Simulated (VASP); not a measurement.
MnS: single point with PBE+U

MnS:

```xyz
4
Lattice="3.9760 0.0000 0.0000 -1.9880 3.4433 0.0000 0.0000 0.0000 6.4320" Properties=species:S:1:pos:R:3 pbc="T T T"
Mn    0.0000    2.2955    0.0000
Mn    1.9880    1.1478    3.2160
S     0.0000    2.2955    2.4763
S     1.9880    1.1478    5.6923
```

- Program: VASP 6.6.1
- Task: single point
- Functional: PBE
- Potentials or basis: VASP PAW PBE potentials, release 64 (Mn_sv, S)
- Cutoff: 680 eV
- k mesh: 6 × 6 × 3
- Occupations: gaussian, width 0.05 eV
- Spin: collinear spin, antiferromagnetic start
- Starting moments: [4.69, -4.69, -0.03, 0.03] μB
- Hubbard terms: Mn d U = 4.0 eV, J = 0.9 eV

```json
{
 "Pressure": "2.3 GPa",
 "Largest force": "0.386 eV/Å",
 "Band gap on the k mesh": "1.96 eV (least direct gap 2.16 eV)",
 "Net moment": "0.00 μB per cell",
 "Site moments": "Mn +4.30, -4.30; S -0.01, +0.01 μB",
 "Valence electrons inside the program's atomic spheres": "Mn 12.84; S 3.79"
}
```

Forces on the atoms (eV/Å):
```
Mn   0.000  0.000  0.386
Mn   0.000  0.000  0.386
S    0.000  0.000 -0.386
S    0.000  0.000 -0.386
```

Stress tensor (GPa, compression positive):
```
 3.68  0.00  0.00
 0.00  3.68  0.00
 0.00  0.00 -0.36
```

Levels at points of the mesh, in eV from the valence-band top:
Spin up:
```tsv
k point	band 19	band 20	band 21	band 22	band 23	band 24
(0.00, 0.00, 0.00)	-0.79	0.00	0.00	2.16	2.86	2.86
(0.50, 0.00, 0.00)	-2.52	-1.72	-1.13	2.17	2.69	3.05
```
Spin down:
| k point | band 18 | band 19 | band 20 | band 21 | band 22 | band 23 | band 24 | band 25 |
| --- | --- | --- | --- | --- | --- | --- | --- | --- |
| (0.00, 0.00, 0.00) | -2.34 | -0.79 | 0.00 | 0.00 | 2.16 | 2.86 | 2.86 | 3.40 |
| (0.50, 0.00, 0.00) | -2.73 | -2.52 | -1.72 | -1.13 | 2.17 | 2.69 | 3.05 | 3.21 |

Eigenvalues of the final occupation matrices:
| site | spin | trace | eigenvalues |
| --- | --- | --- | --- |
| site 1 d | 1 | 4.48 | 0.89 0.89 0.89 0.90 0.90 |
| site 1 d | 2 | 0.21 | 0.02 0.02 0.06 0.06 0.06 |
| site 2 d | 1 | 0.21 | 0.02 0.02 0.06 0.06 0.06 |
| site 2 d | 2 | 4.48 | 0.89 0.89 0.89 0.90 0.90 |

Wall time 120 s on 1 thread of Intel(R) Xeon(R) Platinum 8259CL CPU @ 2.50GHz (Skylake/Cascade Lake), with other jobs on the host, peak memory 0.33 GiB.

Caveat: the antiferromagnetic order is the one typed at the start, and another may lie lower. The state reached can hang on the start; a lower one may exist.
